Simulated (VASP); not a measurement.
# PbS in VASP: single point with PBEsol

Aim: the single point of PbS with PBEsol.

Everything below comes from runs of VASP 6.6.1. Logs are shortened: lines on timing, memory, paths and dates and some standing lists are left out, and cuts for length are marked.

### 1 The cell of the first run

The cell holds a slab with vacuum, 12 atoms: a = 4.174 Å, b = 5.903 Å, c = 25.436 Å, α = 90.00°, β = 90.00°, γ = 90.00°.

### 2 Single point, PBEsol

INCAR

```
PREC = Accurate ; ENCUT = 520
EDIFF = 1E-6 ; ISMEAR = 0
SIGMA = 0.05 ; LREAL = F
LASPH = T ; NELM = 80
ALGO = Normal ; ISIF = 2
LWAVE = F ; LCHARG = F
LDIPOL = T ; IDIPOL = 3
DIPOL = 0.5 0.5 0.500 ; GGA = PS
NBANDS = 72
```

KPOINTS

```
regular mesh
0
Gamma
  8 6 1
```

POSCAR

```
PbS
1.0
    4.1743811182      0.0000000000      0.0000000000
    0.0000000000      5.9034663918      0.0000000000
    0.0000000000      0.0000000000     25.4359527954
Pb S
6 6
Direct
    0.5000000000      0.5000000000      0.2946411739
    0.0000000000      0.0000000000      0.3696177826
    0.5000000000      0.5000000000      0.4612540561
    0.0000000000      0.0000000000      0.5387467994
    0.5000000000      0.5000000000      0.6303818113
    0.0000000000      0.0000000000      0.7053584005
    0.5000000000      0.0000000000      0.2992075229
    0.0000000000      0.5000000000      0.3643147884
    0.5000000000      0.0000000000      0.4665337296
    0.0000000000      0.5000000000      0.5334668342
    0.5000000000      0.0000000000      0.6356855948
    0.0000000000      0.5000000000      0.7007915062
```

Potentials or basis: VASP PAW PBE potentials, release 64 (Pb_d, S).

Command:

```bash
$ cat potpaw_PBE.64/Pb_d/POTCAR potpaw_PBE.64/S/POTCAR > POTCAR
$ mpirun -np 1 vasp_std > vasp.out
```

OUTCAR:

```text
PREC = Accurate
   ENCUT = 520
   EDIFF = 1E-6
   ISMEAR = 0
   LREAL = F
   LASPH = T
   NELM = 80
   ISIF = 2
   GGA = PS

 ion  position               nearest neighbor table
   1  0.500  0.500  0.295-   8 2.74   8 2.74   7 2.95   7 2.95   2 4.09   2 4.09   2 4.09   2 4.09

   2  0.000  0.000  0.370-   7 2.75   7 2.75   8 2.95   8 2.95   9 3.23   9 3.23   1 4.09   1 4.09
                             1 4.09   1 4.09
   3  0.500  0.500  0.461-  10 2.78  10 2.78   9 2.95   9 2.95   8 3.23   8 3.23   4 4.12   4 4.12
                             4 4.12   4 4.12
   4  0.000  0.000  0.539-   9 2.78   9 2.78  10 2.95  10 2.95  11 3.23  11 3.23   3 4.12   3 4.12
                             3 4.12   3 4.12
   5  0.500  0.500  0.630-  12 2.75  12 2.75  11 2.95  11 2.95  10 3.23  10 3.23   6 4.09   6 4.09
                             6 4.09   6 4.09
   6  0.000  0.000  0.705-  11 2.74  11 2.74  12 2.95  12 2.95   5 4.09   5 4.09   5 4.09   5 4.09

   7  0.500  0.000  0.299-   2 2.75   2 2.75   1 2.95   1 2.95
   8  0.000  0.500  0.364-   1 2.74   1 2.74   2 2.95   2 2.95   3 3.23   3 3.23
   9  0.500  0.000  0.467-   4 2.78   4 2.78   3 2.95   3 2.95   2 3.23   2 3.23
  10  0.000  0.500  0.533-   3 2.78   3 2.78   4 2.95   4 2.95   5 3.23   5 3.23
  11  0.500  0.000  0.636-   6 2.74   6 2.74   5 2.95   5 2.95   4 3.23   4 3.23
  12  0.000  0.500  0.701-   5 2.75   5 2.75   6 2.95   6 2.95

  LATTYP: Found a simple orthorhombic cell.
 ALAT       =     4.1743811182
 B/A-ratio  =     1.4142135624
 C/A-ratio  =     6.0933470316

  Lattice vectors:

 A1 = (   4.1743811182,   0.0000000000,   0.0000000000)
 A2 = (   0.0000000000,   5.9034663918,   0.0000000000)
 A3 = (   0.0000000000,   0.0000000000,  25.4359527954)

Analysis of symmetry for initial positions (statically):
=====================================================================
 Subroutine PRICEL returns:
 Original cell was already a primitive cell.

 Routine SETGRP: Setting up the symmetry group for a
 simple orthorhombic supercell.

 Subroutine GETGRP returns: Found  8 space group operations
 (whereof  4 operations were pure point group operations)
 out of a pool of  8 trial point group operations.

The static configuration has the point symmetry C_2v.
 The point group associated with its full space group is D_2h.

Analysis of symmetry for dynamics (positions and initial velocities):
=====================================================================
 Subroutine PRICEL returns:
 Original cell was already a primitive cell.
[... 143 lines left out ...]
     AMIX     =   0.40;   BMIX     =  1.00
     AMIX_MAG =   1.60;   BMIX_MAG =  1.00
  volume/ion in A,a.u.               =      52.24       352.50
  Fermi-wavevector in a.u.,A,eV,Ry     =   0.943524  1.783001 12.112411  0.890237
  Thomas-Fermi vector in A             =   2.071239
   LORBIT       =      0    0 simple, 1 ext, 2 COOP (PROOUT), +10 PAW based schemes
   GGA     = PS    functional components
   LHFCALC =     F    Hartree Fock is set to
   AEXX    =    0.0000 exact exchange contribution
   IVDW    =     0    specifies the selected vdW correction
   LEPSILON=     F    determine dielectric tensor
   LRPA    =     F    only Hartree local field effects (RPA)
 non-spin polarized calculation
 Gauss-broadening in eV      SIGMA  =   0.05
  energy-cutoff  :      520.00
  volume of cell :      626.83
 maximum number of plane-waves:     16922
 NGX is ok and might be reduce to    32
   NGX = 15   NGY = 21   NGZ = 95

 dipolmoment           0.000000      0.000000      0.000000 electrons x Angstroem

 number of electron     119.9999987 magnetization

 dipolmoment           0.000000      0.000000     -0.000002 electrons x Angstroem

 Free energy of the ion-electron system (eV)
  ---------------------------------------------------
  ext. energy  EPLUGINS =         0.00000000
  ---------------------------------------------------
  free energy    TOTEN  =       -55.51231285 eV

  energy without entropy =      -55.51231285  energy(sigma->0) =      -55.51231285

 E-fermi :   0.5566     XC(G=0):  -5.4191

 val. band max:        0.3001765706   @ k =   0.0000   0.5000   0.0000
 cond. band min:       1.3447133496   @ k =   0.0000   0.3333   0.0000
 fundamental gap:      1.0445367790
 Fermi energy:         0.5565751340

 k-point     1 :       0.0000    0.0000    0.0000
  band No.  band energies     occupation
      1     -16.3426      2.00000
      2     -16.3416      2.00000
      3     -16.3304      2.00000
      4     -16.3294      2.00000
      5     -16.2946      2.00000
      6     -16.2934      2.00000
[... 1489 lines left out ...]
     71       3.7699      0.00000
     72       3.7701      0.00000

------------------------ aborting loop because EDIFF is reached ----------------------------------------

 vacuum level on the upper side and lower side of the slab       (xc-potential included)        -0.122        -0.123

  FORCE on cell =-STRESS in cart. coord.  units (eV):
  Direction    XX          YY          ZZ          XY          YZ          ZX
  --------------------------------------------------------------------------------------
  -------------------------------------------------------------------------------------
  Total       -1.7777255     -1.5176767     -0.1171337      0.0000000      0.0000000      0.0000000
  in kB       -4.5438929     -3.8792042     -0.2993955      0.0000000      0.0000000      0.0000000
  external PRESSURE =      -2.9074976 kB  Pullay stress =       0.0000000 kB

 VOLUME and BASIS-vectors are now :
 -----------------------------------------------------------------------------
  energy-cutoff  :      520.00
  volume of cell :      626.83
      direct lattice vectors                 reciprocal lattice vectors
     4.174381118  0.000000000  0.000000000     0.239556469  0.000000000  0.000000000
     0.000000000  5.903466392  0.000000000     0.000000000  0.169392004  0.000000000
     0.000000000  0.000000000 25.435952795     0.000000000  0.000000000  0.039314431

 POSITION                                       TOTAL-FORCE (eV/Angst)
 -----------------------------------------------------------------------------------
      2.08719      2.95173      7.49448         0.000000      0.000000     -0.001133
      0.00000      0.00000      9.40158         0.000000      0.000000     -0.004679
      2.08719      2.95173     11.73244         0.000000      0.000000     -0.004554
      0.00000      0.00000     13.70354         0.000000      0.000000      0.004554
      2.08719      2.95173     16.03436         0.000000      0.000000      0.004679
      0.00000      0.00000     17.94146         0.000000      0.000000      0.001133
      2.08719      0.00000      7.61063         0.000000      0.000000      0.000542
      0.00000      2.95173      9.26669         0.000000      0.000000      0.003442
      2.08719      0.00000     11.86673         0.000000      0.000000     -0.002191
      0.00000      2.95173     13.56924         0.000000      0.000000      0.002191
      2.08719      0.00000     16.16927         0.000000      0.000000     -0.003442
      0.00000      2.95173     17.82530         0.000000      0.000000     -0.000542
 -----------------------------------------------------------------------------------
    total drift:                                0.000000     -0.000000     -0.001043

  FREE ENERGIE OF THE ION-ELECTRON SYSTEM (eV)
  ---------------------------------------------------
  free  energy   TOTEN  =       -55.5123128512 eV

  energy  without entropy=      -55.5123128512  energy(sigma->0) =      -55.51231285

 vacuum level on the upper side and lower side of the slab         4.832         4.832
```

stdout:

```text
POSCAR found type information on POSCAR PbS
 POSCAR found :  2 types and      12 ions
 scaLAPACK will be used
 -----------------------------------------------------------------------------
|                                                                             |
|                                                                             |
|     You enforced a specific xc type in the INCAR file but a different       |
|     I HOPE YOU KNOW WHAT YOU ARE DOING!                                     |
|                                                                             |
 -----------------------------------------------------------------------------

 LDA part: xc-table for (Slater+PW92), standard interpolation
 POSCAR, INCAR and KPOINTS ok, starting setup
 FFT: planning ... GRIDC
 FFT: planning ... GRID_SOFT
 FFT: planning ... GRID
 WAVECAR not read
 entering main loop
```

Run time: 30 min. Hardware: 1 thread of Oxide Virtual Turin-like, shared host; peak memory 0.97 GiB.

What came out:

```yaml
Free_energy: -55.5123 eV
Largest_force: 0.005 eV/Å
Band_gap_on_the_k_mesh: 1.04 eV (least direct gap 1.06 eV)
```

Forces in eV/Å, atoms in the order of the input:
```
Pb   0.000  0.000 -0.001
Pb   0.000  0.000 -0.005
Pb   0.000  0.000 -0.005
Pb   0.000  0.000  0.005
Pb   0.000  0.000  0.005
Pb   0.000  0.000  0.001
S    0.000  0.000  0.001
S    0.000  0.000  0.003
S    0.000  0.000 -0.002
S    0.000  0.000  0.002
S    0.000  0.000 -0.003
S    0.000  0.000 -0.001
```

Levels at points of the mesh, in eV from the valence-band top:
| k point | band 56 | band 57 | band 58 | band 59 | band 60 | band 61 | band 62 | band 63 | band 64 | band 65 |
| --- | --- | --- | --- | --- | --- | --- | --- | --- | --- | --- |
| (0.00, 0.00, 0.00) | -1.22 | -1.07 | -0.94 | -0.64 | -0.29 | 1.39 | 1.90 | 2.47 | 2.85 | 3.04 |
| (0.50, 0.00, 0.00) | -2.22 | -1.42 | -1.42 | -0.52 | -0.52 | 1.72 | 1.72 | 2.99 | 2.99 | 3.87 |
| (0.00, 0.50, 0.00) | -0.98 | -0.57 | -0.57 | 0.00 | 0.00 | 1.14 | 1.14 | 1.80 | 1.80 | 2.42 |
| (0.50, 0.50, 0.00) | -0.65 | -0.39 | -0.39 | -0.24 | -0.24 | 1.22 | 1.22 | 1.89 | 1.89 | 2.34 |

Caveat: the PAW data sets were made with another functional, which shifts forces and pressure a little; spin-orbit coupling is left out, which moves the levels of the heavy elements.
